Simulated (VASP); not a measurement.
# Li (Im-3m) in VASP: further runs

Aim: see how the results for Li move with the level of theory and the settings. Levels: PBEsol, PBE, RPBE. Tasks: vibrations by perturbation theory, elastic constants, density of states.

All numbers are computed with VASP 6.6.1; they aren't measurements. Logs are shortened: lines on timing, memory, paths and dates and some standing lists are left out, and cuts for length are marked.

## Step 1: The cell of the first run

Symmetry: Im-3m, No. 229, cubic system. The conventional cell has a = 3.509 Å, b = 3.509 Å, c = 3.509 Å, α = 90.00°, β = 90.00°, γ = 90.00°. Within 4.0 Å of Li (site symmetry m-3m) lie 14 Li at 3.04 to 3.51 Å.

## Step 2: Vibrations by perturbation theory, PBEsol

File INCAR:

```
SYSTEM = Li
ALGO = Normal
EDIFF = 1E-8
ENCUT = 520
GGA = PS
IBRION = 8
ISIF = 2
ISMEAR = -1
LASPH = .True.
LCHARG = .False.
LREAL = .False.
LWAVE = .False.
NELM = 60
NSW = 1
PREC = Accurate
SIGMA = 0.05
```

File KPOINTS:

```
k-points
0
Gamma
  10 10 10
  0 0 0
```

File POSCAR:

```
Li
1.0
   -1.7546500000      1.7546500000      1.7546500000
    1.7546500000     -1.7546500000      1.7546500000
    1.7546500000      1.7546500000     -1.7546500000
Li
1
Direct
    0.0000000000      0.0000000000      0.0000000000
```

Potentials or basis: VASP PAW PBE potentials, release 64 (Li_sv).

The run is started by

```
$ cat potpaw_PBE.64/Li_sv/POTCAR > POTCAR
$ mpirun -np 1 vasp_std > vasp.out
```

OUTCAR:

```text
SYSTEM = Li
   EDIFF = 1E-8
   ENCUT = 520
   GGA = PS
   IBRION = 8
   ISIF = 2
   ISMEAR = -1
   LASPH = .True.
   LREAL = .False.
   NELM = 60
   NSW = 1
   PREC = Accurate

 ion  position               nearest neighbor table
   1  0.000  0.000  0.000-

  LATTYP: Found a body centered cubic cell.
 ALAT       =     3.5093000000

  Lattice vectors:

 A1 = (  -1.7546500000,   1.7546500000,   1.7546500000)
 A2 = (   1.7546500000,  -1.7546500000,   1.7546500000)
 A3 = (   1.7546500000,   1.7546500000,  -1.7546500000)

Analysis of symmetry for initial positions (statically):
=====================================================================
 Subroutine PRICEL returns:
 Original cell was already a primitive cell.

 Routine SETGRP: Setting up the symmetry group for a
 body centered cubic supercell.

 Subroutine GETGRP returns: Found 48 space group operations
 (whereof 48 operations were pure point group operations)
 out of a pool of 48 trial point group operations.

The static configuration has the point symmetry O_h .

Analysis of symmetry for dynamics (positions and initial velocities):
=====================================================================
 Subroutine PRICEL returns:
 Original cell was already a primitive cell.

 Routine SETGRP: Setting up the symmetry group for a
 body centered cubic supercell.

 Subroutine GETGRP returns: Found 48 space group operations
 (whereof 48 operations were pure point group operations)
 out of a pool of 48 trial point group operations.

The dynamic configuration has the point symmetry O_h .

 Subroutine INISYM returns: Found 48 space group operations
 (whereof 48 operations are pure point group operations),
 and found     1 'primitive' translations

----------------------------------------------------------------------------------------

                                     Primitive cell
[... 330 lines left out ...]
  band No.  band energies     occupation
      1     -45.5577      2.00000
      2      -1.1665      2.00000
      3       7.4305      0.00000
      4      10.2226      0.00000
      5      12.4720      0.00000

 [... further k-points ...]
[... 5 lines left out ...]
  --------------------------------------------------------------------------------------
  -------------------------------------------------------------------------------------
  Total       -0.1136819     -0.1136819     -0.1136819     -0.0000000     -0.0000000     -0.0000000
  in kB       -8.4288898     -8.4288898     -8.4288898     -0.0000000     -0.0000000     -0.0000000
  external PRESSURE =      -8.4288898 kB  Pullay stress =       0.0000000 kB

 VOLUME and BASIS-vectors are now :
 -----------------------------------------------------------------------------
  energy-cutoff  :      520.00
  volume of cell :       21.61
      direct lattice vectors                 reciprocal lattice vectors
    -1.754650000  1.754650000  1.754650000     0.000000000  0.284957114  0.284957114
     1.754650000 -1.754650000  1.754650000     0.284957114  0.000000000  0.284957114
     1.754650000  1.754650000 -1.754650000     0.284957114  0.284957114  0.000000000

 POSITION                                       TOTAL-FORCE (eV/Angst)
 -----------------------------------------------------------------------------------
      0.00000      0.00000      0.00000         0.000000      0.000000     -0.000000
 -----------------------------------------------------------------------------------
    total drift:                               -0.000000     -0.000000      0.000000

  FREE ENERGIE OF THE ION-ELECTRON SYSTEM (eV)
  ---------------------------------------------------
  free  energy   TOTEN  =        -1.9580442781 eV

  energy  without entropy=       -1.9516858742  energy(sigma->0) =       -1.95486508

[... ionic steps 2 to 3 ...]

--------------------------------------- Ionic step        4  -------------------------------------------

 Free energy of the ion-electron system (eV)
  ---------------------------------------------------
  ---------------------------------------------------
  free energy    TOTEN  =        -0.17676818 eV

  energy without entropy =       -0.17676818

------------------------ aborting loop because EDIFF is reached ----------------------------------------

 INTERNAL STRAIN TENSOR  FOR ION    1  DIRECTION 1   (eV/Angst):
 -----------------------------------------------------------------------------
     0.00523 -0.00000  0.00000
     0.00000  0.00568  0.00000
     0.00000  0.00000  0.00568

 INTERNAL STRAIN TENSOR FOR ION    1 for displacements in x,y,z  (eV/Angst):
          X           Y           Z          XY          YZ          ZX
  --------------------------------------------------------------------------------
  x     0.00000     0.00000     0.00000     0.00000     0.00000     0.00000
  y     0.00000     0.00000     0.00000     0.00000     0.00000     0.00000
  z     0.00000     0.00000     0.00000     0.00000     0.00000     0.00000

 SECOND DERIVATIVES (NOT SYMMETRIZED)
 ------------------------------------
               1X          1Y          1Z
  1X     0.062686    0.000000    0.000000
  1Y     0.000000    0.062686    0.000000
  1Z     0.000000    0.000000    0.062686

 Eigenvectors and eigenvalues of the dynamical matrix
 ----------------------------------------------------

   1 f/i=    1.478354 THz     9.288774 2PiTHz   49.312591 cm-1     6.113979 meV
             X         Y         Z           dx          dy          dz
      0.000000  0.000000  0.000000     1.000000    0.000000    0.000000

   2 f/i=    1.478354 THz     9.288774 2PiTHz   49.312591 cm-1     6.113979 meV
             X         Y         Z           dx          dy          dz
      0.000000  0.000000  0.000000     0.000000    1.000000    0.000000

   3 f/i=    1.478354 THz     9.288774 2PiTHz   49.312591 cm-1     6.113979 meV
             X         Y         Z           dx          dy          dz
      0.000000  0.000000  0.000000     0.000000    0.000000    1.000000

--------------------------------------------------------------------------------------------------------

 ELASTIC MODULI CONTR FROM IONIC RELAXATION (kBar)
 Direction    XX          YY          ZZ          XY          YZ          ZX
 --------------------------------------------------------------------------------
 XX           0.0000      0.0000      0.0000      0.0000      0.0000      0.0000
 YY           0.0000      0.0000      0.0000      0.0000      0.0000      0.0000
 ZZ           0.0000      0.0000      0.0000      0.0000      0.0000      0.0000
 XY           0.0000      0.0000      0.0000      0.0000      0.0000      0.0000
 YZ           0.0000      0.0000      0.0000      0.0000      0.0000      0.0000
 ZX           0.0000      0.0000      0.0000      0.0000      0.0000      0.0000
 --------------------------------------------------------------------------------
```

stdout:

```text
POSCAR found type information on POSCAR Li
 POSCAR found :  1 types and       1 ions
 scaLAPACK will be used
 -----------------------------------------------------------------------------
|                                                                             |
|                                                                             |
|     You enforced a specific xc type in the INCAR file but a different       |
|     I HOPE YOU KNOW WHAT YOU ARE DOING!                                     |
|                                                                             |
 -----------------------------------------------------------------------------

 LDA part: xc-table for (Slater+PW92), standard interpolation
 POSCAR, INCAR and KPOINTS ok, starting setup
 FFT: planning ... GRIDC
 FFT: planning ... GRID_SOFT
 FFT: planning ... GRID
 WAVECAR not read
 entering main loop
 Linear response reoptimize wavefunctions to high precision
 Linear response DOF=           1
 Linear response progress:
 first order change of Fermi-energy  -0.53581E-04
 force on displaced ion       1 direction 1 :   0.063   0.000   0.000
 Linear response finished
```

Run time: 33 s. Hardware: 1 thread of AMD EPYC 7R13, shared host; peak memory 0.12 GiB.

Caveat: the cutoff is under 1.25 times the usual one of these potentials, so pressure, stress and relaxed cells hold a basis-set (Pulay) error; some modes are imaginary; the PAW data sets were made with another functional, which shifts forces and pressure a little.

## Step 3: Elastic constants, PBE

File INCAR:

```
SYSTEM = Li
PREC = Accurate
ENCUT = 600
EDIFF = 1E-8
ISMEAR = -1
SIGMA = 0.05
LREAL = .False.
LASPH = .True.
NELM = 60
ALGO = Normal
ISIF = 3
LWAVE = .False.
LCHARG = .True.
GGA = PE
IBRION = 6
NFREE = 2
POTIM = 0.015
NSW = 1
```

File KPOINTS:

```
Automatic mesh
0
Gamma
  8 8 8
  0 0 0
```

POSCAR is that of step 2.

Potentials or basis: VASP PAW PBE potentials, release 64 (Li_sv).

The run is started by

```
$ cat potpaw_PBE.64/Li_sv/POTCAR > POTCAR
$ mpirun -np 1 vasp_std > vasp.out
```

Wall time 57 s (1 thread of AMD EPYC 9R45 (Zen 5), shared host); peak memory 0.12 GiB.

The run converged. Its results:

```yaml
Elastic_constants_C11_C12_C44: 6, 14, -8 GPa
Voigt_bulk_modulus: 11 GPa
```

Elastic tensor in Voigt notation (GPa, in the Cartesian axes of the cell as first typed):
```
 6 14 14  0  0  0
14  6 14  0  0  0
14 14  6  0  0  0
 0  0  0 -8  0  0
 0  0  0  0 -8  0
 0  0  0  0  0 -8
```

Clamped-ion elastic tensor (GPa):
```
 6 14 14  0  0  0
14  6 14  0  0  0
14 14  6  0  0  0
 0  0  0 -8  0  0
 0  0  0  0 -8  0
 0  0  0  0  0 -8
```

Caveat: the cutoff is under 1.25 times the usual one of these potentials, so pressure, stress and relaxed cells hold a basis-set (Pulay) error; the elastic tensor has a negative eigenvalue, so either the cell is unstable as it stands or the mesh is too thin.

(Continued in part 2 of 2.)
